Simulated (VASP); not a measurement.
SrTiO3: single point with r2SCAN

Crystal: SrTiO3.

```
Sr Ti O
1.0
     3.90685    0.00000    0.00000
     0.00000    3.90685    0.00000
     0.00000    0.00000    3.90685
Sr Ti O
1 1 3
Cartesian
  0.0000 0.0000 0.0000
  1.9534 1.9534 1.9534
  1.9534 1.9534 0.0000
  1.9534 0.0000 1.9534
  0.0000 1.9534 1.9534
```

```json
{
  "Program": "VASP 6.6.1",
  "Task": "single point",
  "Functional": "r2SCAN",
  "Potentials or basis": "VASP PAW PBE potentials, release 64 (Sr_sv, Ti_sv, O)",
  "Cutoff": "520 eV",
  "k mesh": "6 × 6 × 6",
  "Occupations": "fermi-dirac, width 0.02 eV",
  "Spin": "no spin polarisation",
  "Dipole correction": "no",
  "Further INCAR settings": "ALGO = Normal; EDIFF = 1e-06; NBANDS = 28"
}
```

```json
{
  "Pressure": "0.9 GPa",
  "Band gap on the k mesh": "2.27 eV, indirect (least direct gap 2.66 eV)"
}
```

Levels at points of the mesh, in eV from the valence-band top:
```
           k point  band 18  band 19  band 20  band 21  band 22  band 23
(0.00, 0.00, 0.00)    -0.38    -0.38    -0.38     2.27     2.27     2.27
(0.50, 0.00, 0.00)    -2.00    -0.77    -0.77     2.43     4.17     4.17
(0.50, 0.50, 0.00)    -1.61    -1.61    -0.09     4.18     4.18     4.66
(0.50, 0.50, 0.50)     0.00     0.00     0.00     4.87     4.87     4.87
```

Wall time 100 s on 1 thread of Intel(R) Xeon(R) 6975P-C (Granite Rapids) (shared host), peak memory 0.18 GiB.

Caveat: the PAW data sets were made with another functional, which shifts forces and pressure a little. A k mesh can miss the band edges.
